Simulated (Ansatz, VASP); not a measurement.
As in VASP and in Ansatz

The input INCAR:

```
PREC = Accurate
ENCUT = 520
EDIFF = 1E-7
ISMEAR = -1
SIGMA = 0.05
LREAL = False
LASPH = True
NELM = 80
ALGO = Normal
ISIF = 2
LWAVE = False
LCHARG = True
GGA = PE
LELF = True
LVHAR = True
NBANDS = 8
```

Contents of KPOINTS:

```
regular mesh
0
Gamma
  15 15 14
```

Contents of POSCAR:

```
As
1.0
    2.7634533582      0.0000000000      0.0000000000
   -1.3817266790      2.3932208104      0.0000000000
    0.0000000000      0.0000000000      2.5779044625
As
1
Direct
    0.0000000000      0.0000000000      0.0000000000
```

Input for Ansatz:

```yaml
crystal:
  lattice:
    - [2.7634533582, 0.0, 0.0]
    - [-1.381726679, 2.3932208104, 0.0]
    - [0.0, 0.0, 2.5779044625]
  atoms:
    - { symbol: As, position: [0.0, 0.0, 0.0] }
kpoints:
  mp_grid: { grid: [15, 15, 14] }
scf:
  occupations: { method: fermi_dirac, width: 0.05 }
hamiltonian:
  xc: pbe
  pseudopotentials: { kind: all_electron, lapw: { basis_error: 0.001 } }
output:
  forces: true
  stress: true
  eigenvalues: true
  populations: true
```

Change from the starting cell: volume scaled by 0.85, LAPW.

Alike in both runs: task single point; functional PBE; k mesh 15 × 15 × 14; occupations fermi-dirac, width 0.05 eV; no spin polarisation.

|  | VASP | Ansatz |
| --- | --- | --- |
| version | VASP 6.6.1 | Ansatz 0.2.0 |
| potentials or method | VASP PAW PBE potentials, release 64 (As), cutoff 520 eV | all-electron LAPW, scalar-relativistic |

```tsv
	VASP	Ansatz	Ansatz less VASP
pressure (GPa)	18.4	18.1	-0.39
traceless stress, the component that is largest in VASP (GPa)	0.07	-0.01	-0.078
```

Ansatz ran all-electron here, and VASP with PAW potentials.
